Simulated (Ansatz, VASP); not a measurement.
# Ta2N in VASP and in Ansatz

File INCAR:

```
PREC = Accurate
ENCUT = 600
EDIFF = 1E-6
ISMEAR = 0
SIGMA = 0.1
LREAL = F
LASPH = T
NELM = 80
ALGO = Normal
ISIF = 3
LWAVE = F
LCHARG = F
GGA = PE
IBRION = 2
NSW = 100
EDIFFG = -0.01
```

KPOINTS

```
Automatic mesh
0
Gamma
  6 6 14
```

File POSCAR:

```
Ta2N
1.0
    6.6535568897      0.0000000000      0.0000000000
   -3.3267784448      5.7621492920      0.0000000000
    0.0000000000      0.0000000000      2.8248599739
Ta N
4 2
Direct
    0.5000000000      0.0000000000      0.5000000000
    0.0000000000      0.5000000000      0.5000000000
    0.5000000000      0.5000000000      0.5000000000
    0.0000000000      0.0000000000      0.0000000000
    0.3333333333      0.6666666667      0.5000000000
    0.6666666667      0.3333333333      0.5000000000
```

Input for Ansatz:

```yaml
crystal:
  lattice:
    - [6.6535568897, 0.0, 0.0]
    - [-3.3267784448, 5.762149292, 0.0]
    - [0.0, 0.0, 2.8248599739]
  atoms:
    - { symbol: Ta, position: [0.5, 0.0, 0.5] }
    - { symbol: Ta, position: [0.0, 0.5, 0.5] }
    - { symbol: Ta, position: [0.5, 0.5, 0.5] }
    - { symbol: Ta, position: [0.0, 0.0, 0.0] }
    - { symbol: "N", position: [0.3333333333, 0.6666666667, 0.5] }
    - { symbol: "N", position: [0.6666666667, 0.3333333333, 0.5] }
basis:
  ecutwfc: 420
kpoints:
  mp_grid: { grid: [6, 6, 14] }
hamiltonian:
  xc: pbe
scf:
  occupations: { method: gaussian, width: 0.1 }
output:
  forces: true
  stress: true
  eigenvalues: true
relax:
  adjacent_minimum: "off"
  f_tol: 0.01
  max_steps: 80
  cell: { stress_tol: 0.05 }
```

Alike in both runs: task relaxation of cell and atoms; functional PBE; k mesh 6 × 6 × 14; occupations gaussian, width 0.1 eV; no spin polarisation.

|  | VASP | Ansatz |
| --- | --- | --- |
| version | VASP 6.6.1 | Ansatz 0.2.0 |
| potentials or method | VASP PAW PBE potentials, release 64 (Ta_pv, N), cutoff 600 eV | scalar-relativistic, plane waves, PAW |
| valence electrons in the cell | 54 | 62 |

|  | VASP | Ansatz | Ansatz less VASP |
| --- | --- | --- | --- |
| gap on the k mesh at the Fermi level, each at its own relaxed structure (eV) | none | none | - |
| relaxed volume (Å³/atom) | 18.17 | 18.14 | -0.032 |
| relaxed cell length with the largest relative difference (Å) | 6.651 | 6.645 | -0.0065 |

A gap of «none» marks a metal or a gap that the smearing closes. VASP's potentials hold 54 valence electrons a cell and Ansatz's 62, so a difference there can come from the potentials and not from the codes.

Neither program's run includes spin-orbit coupling.
